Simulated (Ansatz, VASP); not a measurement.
One calculation of CdTe, two programs

```xyz
2
Lattice="0.0000 3.2050 3.2050 3.2050 0.0000 3.2050 3.2050 3.2050 0.0000" Properties=species:S:1:pos:R:3 pbc="T T T"
Te    4.8075    4.8075    4.8075
Cd    0.0000    0.0000    0.0000
```

Alike in both runs: task single point; functional PBE; k mesh 7 × 7 × 7; occupations gaussian, width 0.017 eV; no spin polarisation.

|  | VASP | Ansatz |
| --- | --- | --- |
| version | VASP 6.6.1 | Ansatz 0.2.0 |
| potentials or method | VASP PAW PBE potentials, release 64 (Te, Cd), cutoff 520 eV | all-electron LAPW, scalar-relativistic |

Ansatz gave:

* gap on the k mesh at the Fermi level (eV): 0.87
* least direct gap on the mesh (eV): 0.87
* pressure (GPa): 4.3

Task: Which values does VASP return?

Result: gap on the k mesh at the Fermi level (eV): 0.87; least direct gap on the mesh (eV): 0.87; pressure (GPa): 4.4.

Ansatz ran all-electron here, and VASP with PAW potentials.

Neither program's run includes spin-orbit coupling.
